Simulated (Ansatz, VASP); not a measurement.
**Two plane-wave programs on SiO2**

```xyz
6
Lattice="2.6124 0.0000 0.0000 -1.3062 2.2624 0.0000 0.0000 0.0000 8.7640" Properties=species:S:1:pos:R:3 pbc="T T T"
Si    1.3062    0.7541    6.5730
Si    0.0000    1.5083    2.1910
O     0.0000    1.5083    7.4590
O     0.0000    0.0000    5.6870
O     1.3062    0.7541    1.3050
O     0.0000    0.0000    3.0770
```

Alike in both runs: task relaxation of cell and atoms; functional PBE; dispersion D3(BJ); k mesh 6 × 6 × 2; occupations gaussian, width 0.1 eV; no spin polarisation.

```csv
,VASP,Ansatz
version,VASP 6.6.1,Ansatz 0.2.0
potentials or method,"VASP PAW PBE potentials, release 64 (Si, O), cutoff 600 eV","scalar-relativistic, plane waves, PAW"
valence electrons in the cell,32,32
```

```csv
,VASP,Ansatz,Ansatz less VASP
"gap on the k mesh at the Fermi level, each at its own relaxed structure (eV)",6.09,6.18,+0.093
relaxed volume (Å³/atom),9.86,9.84,-0.022
relaxed cell length with the largest relative difference (Å),2.691,2.687,-0.0043
```

The k mesh is coarse, so the values compare programs but aren't converged.
